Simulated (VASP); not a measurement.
# Pt (Im-3m) in VASP: notebook

Aim: see how the results for Pt move with the level of theory and the settings. Levels: PBE, r2SCAN. Tasks: single point.

All numbers are computed with VASP 6.6.1; they aren't measurements. Logs are shortened: lines on timing, memory, paths and dates and some standing lists are left out, and cuts for length are marked.

## Step 1: The cell of the first run

The structure is cubic, space group Im-3m (No. 229). Conventional cell: a = 3.126 Å, b = 3.126 Å, c = 3.126 Å, α = 90.00°, β = 90.00°, γ = 90.00°. Pt (site symmetry m-3m) has 14 Pt at 2.71 to 3.13 Å within 3.6 Å.

## Step 2: Single point, PBE

Input file INCAR:

```
PREC = Accurate ; ENCUT = 500
EDIFF = 1E-6 ; ISMEAR = -1
SIGMA = 0.05 ; LREAL = F
LASPH = T ; NELM = 120
ALGO = Normal ; ISIF = 2
LWAVE = F ; LCHARG = F
GGA = PE ; NBANDS = 11
GGA_COMPAT = F
```

Input file KPOINTS:

```
Automatic mesh
0
Gamma
  12 12 12
```

Input file POSCAR:

```
Pt
1.0
   -1.5628089970      1.5628089970      1.5628089970
    1.5628089970     -1.5628089970      1.5628089970
    1.5628089970      1.5628089970     -1.5628089970
Pt
1
Direct
    0.0000000000      0.0000000000      0.0000000000
```

Potentials or basis: VASP PAW PBE potentials, release 64 (Pt).

The run is started by

```sh
$ cat potpaw_PBE.64/Pt/POTCAR > POTCAR
$ mpirun -np 1 vasp_std > vasp.out
```

OUTCAR:

```text
PREC = Accurate
   ENCUT = 500
   EDIFF = 1E-6
   ISMEAR = -1
   LREAL = F
   LASPH = T
   NELM = 120
   ISIF = 2
   GGA = PE

 ion  position               nearest neighbor table
   1  0.000  0.000  0.000-

  LATTYP: Found a body centered cubic cell.
 ALAT       =     3.1256179940

  Lattice vectors:

 A1 = (  -1.5628089970,   1.5628089970,   1.5628089970)
 A2 = (   1.5628089970,  -1.5628089970,   1.5628089970)
 A3 = (   1.5628089970,   1.5628089970,  -1.5628089970)

Analysis of symmetry for initial positions (statically):
=====================================================================
 Subroutine PRICEL returns:
 Original cell was already a primitive cell.

 Routine SETGRP: Setting up the symmetry group for a
 body centered cubic supercell.

 Subroutine GETGRP returns: Found 48 space group operations
[... 9 lines left out ...]

 Routine SETGRP: Setting up the symmetry group for a
 body centered cubic supercell.

 Subroutine GETGRP returns: Found 48 space group operations
[... 11 lines left out ...]
                                     Primitive cell

  volume of cell :      15.2678

  direct lattice vectors                    reciprocal lattice vectors
    -1.562808997  1.562808997  1.562808997     0.000000000  0.319936730  0.319936730
     1.562808997 -1.562808997  1.562808997     0.319936730  0.000000000  0.319936730
     1.562808997  1.562808997 -1.562808997     0.319936730  0.319936730  0.000000000

  length of vectors
     2.706864585  2.706864585  2.706864585     0.452458863  0.452458863  0.452458863

  position of ions in fractional coordinates (direct lattice)
     0.000000000  0.000000000  0.000000000

  ion indices of the primitive-cell ions
   primitive index   ion index
                 1           1

----------------------------------------------------------------------------------------

 KPOINTS: Automatic mesh

Automatic generation of k-mesh.
 Grid dimensions read from file:
 generate k-points for:   12   12   12

 Generating k-lattice:

  Cartesian coordinates                     Fractional coordinates (reciprocal lattice)
     0.000000000  0.026661394  0.026661394     0.083333333  0.000000000  0.000000000
     0.026661394  0.000000000  0.026661394     0.000000000  0.083333333  0.000000000
     0.026661394  0.026661394  0.000000000     0.000000000  0.000000000  0.083333333

  Length of vectors
     0.037704905  0.037704905  0.037704905

  Shift w.r.t. Gamma in fractional coordinates (k-lattice)
     0.000000000  0.000000000  0.000000000

 Subroutine IBZKPT returns following result:
 ===========================================

 Found     72 irreducible k-points:

 Following reciprocal coordinates:
            Coordinates               Weight
  0.000000  0.000000  0.000000      1.000000
  0.083333  0.000000  0.000000     12.000000
  0.166667  0.000000  0.000000     12.000000
  0.250000  0.000000  0.000000     12.000000
  0.333333  0.000000  0.000000     12.000000
  0.416667  0.000000  0.000000     12.000000
[... 16 lines left out ...]
  0.333333  0.083333  0.083333     24.000000
  0.416667  0.083333  0.083333     12.000000
 [... further k-points ...]
   k-points           NKPTS =     72   k-points in BZ     NKDIM =     72   number of bands    NBANDS=     11
   number of dos      NEDOS =    301   number of ions     NIONS =      1
   total plane-waves  NPLWV =   8000
   dimension x,y,z NGX =    20 NGY =   20 NGZ =   20
   dimension x,y,z NGXF=    40 NGYF=   40 NGZF=   40
   ions per type =               1
   NGX,Y,Z   is equivalent  to a cutoff of  12.28, 12.28, 12.28 a.u.
   NGXF,Y,Z  is equivalent  to a cutoff of  24.57, 24.57, 24.57 a.u.
 SYSTEM =  unknown system
   PREC   = accura    normal or accurate (medium, high low for compatibility)
   ISTART =      0    job   : 0-new  1-cont  2-samecut
   ICHARG =      2    charge: 1-file 2-atom 10-const
   ISPIN  =      1    spin polarized calculation?
   LNONCOLLINEAR =      F non collinear calculations
   LSORBIT =      F    spin-orbit coupling
   LASPH  =      T    aspherical Exc in radial PAW
   ENCUT  =  500.0 eV  36.75 Ry    6.06 a.u.   4.94  4.94  4.94*2*pi/ulx,y,z
   NELM   =    120;   NELMIN=  2; NELMDL= -5     # of ELM steps
   EDIFF  = 0.1E-05   stopping-criterion for ELM
   LREAL  =      F    real-space projection
   EDIFFG = 0.1E-04   stopping-criterion for IOM
   NSW    =      0    number of steps for IOM
   IBRION =     -1    ionic relax: 0-MD 1-quasi-New 2-CG
   NFREE  =      0    steps in history (QN), initial steepest desc. (CG)
   ISIF   =      2    stress and relaxation
   ISYM   =      2    0-nonsym 1-usesym 2-fastsym
   POTIM  = 0.5000    time-step for ionic-motion
   TEBEG  =    0.0;   TEEND  =   0.0 temperature during run
   PSTRESS=    0.0 pullay stress
   NELECT =      10.0000    total number of electrons
   NUPDOWN=      -1.0000    fix difference up-down
   EMIN   =  10.00;   EMAX   =-10.00  energy-range for DOS
   EFERMI =   0.00;   METHOD = LEGACY
   ISMEAR =    -1;   SIGMA  =   0.05  broadening in eV -4-tet -1-fermi 0-gaus
   EFERMI_NEDOS =   21; number of points for ismear=-14 and -15
   IALGO  =     38    algorithm
   IMIX   =      4    mixing-type and parameters
     AMIX     =   0.40;   BMIX     =  1.00
     AMIX_MAG =   1.60;   BMIX_MAG =  1.00
  volume/ion in A,a.u.               =      15.27       103.03
  Fermi-wavevector in a.u.,A,eV,Ry     =   1.421725  2.686671 27.501483  2.021302
  Thomas-Fermi vector in A             =   2.542504
   LORBIT       =      0    0 simple, 1 ext, 2 COOP (PROOUT), +10 PAW based schemes
   GGA     = PE    functional components
   LHFCALC =     F    Hartree Fock is set to
   AEXX    =    0.0000 exact exchange contribution
   IVDW    =     0    specifies the selected vdW correction
   LEPSILON=     F    determine dielectric tensor
   LRPA    =     F    only Hartree local field effects (RPA)
 non-spin polarized calculation
  energy-cutoff  :      500.00
  volume of cell :       15.27
 maximum number of plane-waves:       402
   NGX =  9   NGY =  9   NGZ =  9

 number of electron      10.0000000 magnetization

 number of electron       9.9999997 magnetization

 Free energy of the ion-electron system (eV)
  ---------------------------------------------------
  ext. energy  EPLUGINS =         0.00000000
  ---------------------------------------------------
  free energy    TOTEN  =        -6.00565232 eV

  energy without entropy =       -5.99998148  energy(sigma->0) =       -6.00281690

 E-fermi :  10.7411     XC(G=0): -13.4080

 val. band max:       10.6936479389   @ k =   0.5000   0.5000   0.4167
 cond. band min:      10.7864689040   @ k =  -0.4167  -0.4167   0.1667
 fundamental gap:      0.0928209651
 Fermi energy:        10.7411158358

 k-point     1 :       0.0000    0.0000    0.0000
  band No.  band energies     occupation
      1       0.9651      2.00000
      2       7.1539      2.00000
      3       7.1539      2.00000
      4       7.1539      2.00000
      5       9.7639      2.00000
      6       9.7639      2.00000
      7      27.9055      0.00000
      8      27.9055      0.00000
      9      27.9055      0.00000
     10      38.3738      0.00000
     11      38.3739      0.00000

 k-point     2 :       0.0833    0.0000    0.0000
  band No.  band energies     occupation
      1       1.2557      2.00000
      2       7.0379      2.00000
      3       7.1514      2.00000
      4       7.3906      2.00000
      5       9.6175      2.00000
      6       9.7720      2.00000
      7      28.0366      0.00000
      8      28.1504      0.00000
      9      28.3393      0.00000
     10      35.6140      0.00000
     11      36.2214      0.00000

 k-point     3 :       0.1667    0.0000    0.0000
  band No.  band energies     occupation
      1       2.0649      2.00000
      2       6.7343      2.00000
      3       7.1194      2.00000
      4       8.0760      2.00000
      5       9.3655      2.00000
      6       9.8043      2.00000
      7      27.9824      0.00000
      8      27.9904      0.00000
      9      29.5736      0.00000
     10      33.8701      0.00000
     11      33.8746      0.00000

 k-point     4 :       0.2500    0.0000    0.0000
  band No.  band energies     occupation
      1       3.1252      2.00000
      2       6.3476      2.00000
      3       7.1901      2.00000
      4       9.1281      2.00000
      5       9.3127      2.00000
      6       9.8739      2.00000
      7      25.6329      0.00000
      8      26.9448      0.00000
      9      31.4242      0.00000
     10      32.9665      0.00000
     11      33.7915      0.00000

 k-point     5 :       0.3333    0.0000    0.0000
  band No.  band energies     occupation
      1       3.8262      2.00000
      2       5.9882      2.00000
      3       7.9773      2.00000
      4       9.4938      2.00000
      5       9.9752      2.00000
      6      10.3724      1.99875
      7      22.2006      0.00000
      8      25.5175      0.00000
      9      30.0179      0.00000
     10      33.5887      0.00000
     11      34.7081      0.00000

 k-point     6 :       0.4167    0.0000    0.0000
  band No.  band energies     occupation
      1       3.9462      2.00000
      2       5.7399      2.00000
      3       9.3192      2.00000
      4      10.0330      2.00000
      5      10.0719      2.00000
      6      11.4766      0.00000
      7      19.0073      0.00000
      8      24.4664      0.00000
      9      27.8122      0.00000
     10      35.1716      0.00000
     11      35.5428      0.00000

 k-point     7 :       0.5000    0.0000    0.0000
  band No.  band energies     occupation
      1       3.9237      2.00000
      2       5.6518      2.00000
      3       9.5823      2.00000
      4      10.1126      1.99999
      5      10.9784      0.01724
      6      11.9431      0.00000
      7      17.4150      0.00000
      8      24.0891      0.00000
      9      26.9683      0.00000
     10      35.0197      0.00000
     11      36.3221      0.00000

 k-point     8 :       0.0833    0.0833    0.0000
  band No.  band energies     occupation
      1       1.8101      2.00000
      2       6.9032      2.00000
      3       7.0129      2.00000
      4       7.8985      2.00000
      5       9.3879      2.00000
      6       9.8205      2.00000
      7      28.0956      0.00000
      8      28.5448      0.00000
      9      28.8194      0.00000
     10      33.4084      0.00000
     11      35.2144      0.00000
[... 141 lines left out ...]
 k-point    19 :       0.3333    0.3333    0.0000
  band No.  band energies     occupation
      1       5.2310      2.00000
      2       6.7176      2.00000
      3       6.7176      2.00000
      4      10.0196      2.00000
      5      10.0196      2.00000
      6      16.5678      0.00000
      7      18.7376      0.00000
      8      18.7376      0.00000
      9      27.5852      0.00000
     10      33.3656      0.00000
     11      33.3656      0.00000

 k-point    20 :       0.0833    0.0833    0.0833
  band No.  band energies     occupation
      1       2.5707      2.00000
      2       6.6559      2.00000
      3       6.6559      2.00000
      4       8.8459      2.00000
      5       9.6004      2.00000
      6       9.6004      2.00000
      7      27.9492      0.00000
      8      27.9492      0.00000
      9      29.1569      0.00000
     10      30.7115      0.00000
     11      35.9621      0.00000

 k-point    21 :       0.1667    0.0833    0.0833
  band No.  band energies     occupation
      1       3.6307      2.00000
      2       6.2650      2.00000
      3       6.5259      2.00000
      4       9.5037      2.00000
      5       9.8096      2.00000
      6      10.1443      1.99999
      7      25.6805      0.00000
      8      26.7445      0.00000
      9      28.0951      0.00000
     10      30.4261      0.00000
     11      37.1936      0.00000

 k-point    22 :       0.2500    0.0833    0.0833
  band No.  band energies     occupation
      1       4.3769      2.00000
      2       5.9388      2.00000
      3       7.0372      2.00000
      4       9.5797      2.00000
      5       9.9769      2.00000
      6      11.6858      0.00000
      7      22.0147      0.00000
      8      25.3788      0.00000
      9      26.7750      0.00000
     10      32.2951      0.00000
     11      37.6731      0.00000

 k-point    23 :       0.3333    0.0833    0.0833
  band No.  band energies     occupation
      1       4.4608      2.00000
      2       5.7273      2.00000
      3       8.3310      2.00000
      4       9.7001      2.00000
      5      10.0897      2.00000
      6      13.2644      0.00000
      7      18.7578      0.00000
      8      24.4067      0.00000
      9      25.5829      0.00000
     10      34.2794      0.00000
     11      36.1845      0.00000

 k-point    24 :       0.4167    0.0833    0.0833
  band No.  band energies     occupation
      1       4.4207      2.00000
      2       5.6544      2.00000
      3       9.1045      2.00000
      4       9.7248      2.00000
      5      10.1307      1.99999
      6      14.2864      0.00000
      7      17.0267      0.00000
      8      24.0600      0.00000
      9      25.0538      0.00000
     10      35.2783      0.00000
     11      35.6181      0.00000

 [... further k-points ...]
[... 5 lines left out ...]
  --------------------------------------------------------------------------------------
  -------------------------------------------------------------------------------------
  Total        0.8375210      0.8375210      0.8375210      0.0000000      0.0000000     -0.0000000
  in kB       87.8878040     87.8878040     87.8878040      0.0000000      0.0000000     -0.0000000
  external PRESSURE =      87.8878040 kB  Pullay stress =       0.0000000 kB

 VOLUME and BASIS-vectors are now :
 -----------------------------------------------------------------------------
  energy-cutoff  :      500.00
  volume of cell :       15.27
      direct lattice vectors                 reciprocal lattice vectors
    -1.562808997  1.562808997  1.562808997     0.000000000  0.319936730  0.319936730
     1.562808997 -1.562808997  1.562808997     0.319936730  0.000000000  0.319936730
     1.562808997  1.562808997 -1.562808997     0.319936730  0.319936730  0.000000000

 POSITION                                       TOTAL-FORCE (eV/Angst)
 -----------------------------------------------------------------------------------
      0.00000      0.00000      0.00000         0.000000     -0.000000      0.000000
 -----------------------------------------------------------------------------------
    total drift:                               -0.000000     -0.000000     -0.000000

  FREE ENERGIE OF THE ION-ELECTRON SYSTEM (eV)
  ---------------------------------------------------
  free  energy   TOTEN  =        -6.0056523200 eV

  energy  without entropy=       -5.9999814773  energy(sigma->0) =       -6.00281690
```

It took 8.5 s on 1 thread of AMD EPYC 9R45 (Zen 5), shared host; peak memory 0.1 GiB.

What came out:

```yaml
Free_energy: -6.0057 eV
Pressure: 8.8 GPa
Band_gap_on_the_k_mesh: zero (band 5 reaches 11.90 eV, above the bottom of band 6 at 9.60 eV)
```

Levels at points of the mesh, in eV from the Fermi level:
```tsv
k point	band 2	band 3	band 4	band 5	band 6	band 7	band 8	band 9
(0.00, 0.00, 0.00)	-3.59	-3.59	-3.59	-0.98	-0.98	17.16	17.16	17.16
(0.50, 0.00, 0.00)	-5.09	-1.16	-0.63	0.24	1.20	6.67	13.35	16.23
(0.50, 0.50, 0.50)	-6.34	0.65	0.65	0.65	7.83	7.83	7.83	13.37
```

Caveat: spin-orbit coupling is left out, which moves the levels of the heavy elements.

## Step 3: Single point, PBE

This run uses another cell than the first one, of 15.59 Å³/atom, 1.021 times its volume.

Input file INCAR:

```
SYSTEM = Pt
PREC = Accurate ; ENCUT = 500
EDIFF = 1E-6 ; ISMEAR = -1
SIGMA = 0.05 ; LREAL = .FALSE.
LASPH = .TRUE. ; NELM = 120
ALGO = Normal ; ISIF = 2
LWAVE = .FALSE. ; LCHARG = .FALSE.
GGA = PE ; NBANDS = 11
GGA_COMPAT = .FALSE.
```

Input file KPOINTS:

```
regular mesh
0
G
  12 12 12
  0 0 0
```

Input file POSCAR:

```
Pt
1.0
   -1.5735873306      1.5735873306      1.5735873306
    1.5735873306     -1.5735873306      1.5735873306
    1.5735873306      1.5735873306     -1.5735873306
Pt
1
Direct
    0.0000000000      0.0000000000      0.0000000000
```

Potentials or basis: VASP PAW PBE potentials, release 64 (Pt).

The run is started by

```sh
$ cat potpaw_PBE.64/Pt/POTCAR > POTCAR
$ mpirun -np 1 vasp_std > vasp.out
```

Wall time 8.5 s (1 thread of AMD EPYC 9R45 (Zen 5), shared host); peak memory 0.1 GiB.

Results (log left out):

* Free energy: -6.0176 eV
* Pressure: 3.2 GPa
* Band gap on the k mesh: zero (band 5 reaches 11.48 eV, above the bottom of band 6 at 9.27 eV)

Levels at points of the mesh, in eV from the Fermi level:
```csv
k point,band 1,band 2,band 3,band 4,band 5,band 6,band 7,band 8,band 9,band 10
"(0.00, 0.00, 0.00)",-9.56,-3.48,-3.48,-3.48,-0.95,-0.95,17.17,17.17,17.17,27.38
"(0.50, 0.00, 0.00)",-6.62,-4.93,-1.13,-0.61,0.30,1.15,6.49,13.34,16.05,24.17
"(0.50, 0.50, 0.50)",-6.13,-6.13,0.62,0.62,0.62,7.77,7.77,7.77,13.06,19.29
```

Caveat: spin-orbit coupling is left out, which moves the levels of the heavy elements.

## Step 4: Single point, PBE

This run uses another cell than the first one, of 16.54 Å³/atom, 1.083 times its volume.

Input file INCAR:

```
SYSTEM = Pt
PREC = Accurate
ENCUT = 500
EDIFF = 1E-6
ISMEAR = -1
SIGMA = 0.05
LREAL = .False.
LASPH = .True.
NELM = 120
ALGO = Normal
ISIF = 2
LWAVE = .False.
LCHARG = .False.
GGA = PE
NBANDS = 11
GGA_COMPAT = .False.
```

Input file KPOINTS:

```
Automatic mesh
0
Gamma
  12 12 12
  0 0 0
```

Input file POSCAR:

```
Pt
1.0
   -1.6050673907      1.6050673907      1.6050673907
    1.6050673907     -1.6050673907      1.6050673907
    1.6050673907      1.6050673907     -1.6050673907
Pt
1
Direct
    0.0000000000      0.0000000000      0.0000000000
```

The run is started by

```sh
$ cat potpaw_PBE.64/Pt/POTCAR > POTCAR
$ mpirun -np 1 vasp_std > vasp.out
```

Run time: 8.5 s. Hardware: 1 thread of AMD EPYC 9R45 (Zen 5), shared host; peak memory 0.09 GiB.

It converged, with:

* Free energy: -5.9957 eV
* Pressure: -9.9 GPa
* Band gap on the k mesh: zero (band 5 reaches 10.32 eV, above the bottom of band 6 at 8.34 eV)

Levels at points of the mesh, in eV from the Fermi level:
| k point | band 1 | band 2 | band 3 | band 4 | band 5 | band 6 | band 7 | band 8 | band 9 | band 10 |
| --- | --- | --- | --- | --- | --- | --- | --- | --- | --- | --- |
| (0.00, 0.00, 0.00) | -8.97 | -3.18 | -3.18 | -3.18 | -0.86 | -0.86 | 17.16 | 17.16 | 17.16 | 26.64 |
| (0.50, 0.00, 0.00) | -6.07 | -4.50 | -1.04 | -0.57 | 0.48 | 1.01 | 5.98 | 13.31 | 15.53 | 23.84 |
| (0.50, 0.50, 0.50) | -5.57 | -5.57 | 0.54 | 0.54 | 0.54 | 7.63 | 7.63 | 7.63 | 12.19 | 18.45 |

Caveat: spin-orbit coupling is left out, which moves the levels of the heavy elements.

## Step 5: Single point, PBE

This run uses another cell than the first one, of 16.86 Å³/atom, 1.104 times its volume.

Input file INCAR:

```
SYSTEM = Pt
  PREC = Accurate
  ENCUT = 500
  EDIFF = 1E-6
  ISMEAR = -1
  SIGMA = 0.05
  LREAL = .FALSE.
  LASPH = .TRUE.
  NELM = 120
  ALGO = Normal
  ISIF = 2
  LWAVE = .FALSE.
  LCHARG = .FALSE.
  GGA = PE
  NBANDS = 11
  GGA_COMPAT = .FALSE.
```

Input file KPOINTS:

```
regular mesh
0
G
  12 12 12
  0 0 0
```

Input file POSCAR:

```
Pt
1.0
   -1.6152910255      1.6152910255      1.6152910255
    1.6152910255     -1.6152910255      1.6152910255
    1.6152910255      1.6152910255     -1.6152910255
Pt
1
Direct
    0.0000000000      0.0000000000      0.0000000000
```

The run is started by

```sh
$ cat potpaw_PBE.64/Pt/POTCAR > POTCAR
$ mpirun -np 1 vasp_std > vasp.out
```

Wall time 8.5 s (1 thread of AMD EPYC 9R45 (Zen 5), shared host); peak memory 0.1 GiB.

Results (log left out):

- Free energy: -5.9729 eV
- Pressure: -13.2 GPa
- Band gap on the k mesh: zero (band 5 reaches 9.97 eV, above the bottom of band 6 at 8.05 eV)

Levels at points of the mesh, in eV from the Fermi level:
```
           k point  band 2  band 3  band 4  band 5  band 6  band 7  band 8  band 9
(0.00, 0.00, 0.00)   -3.09   -3.09   -3.09   -0.84   -0.84   17.15   17.15   17.15
(0.50, 0.00, 0.00)   -4.36   -1.01   -0.56    0.54    0.97    5.82   13.29   15.37
(0.50, 0.50, 0.50)   -5.40    0.51    0.51    0.51    7.59    7.59    7.59   11.92
```

Caveat: spin-orbit coupling is left out, which moves the levels of the heavy elements.

[end of part 1 of 2]
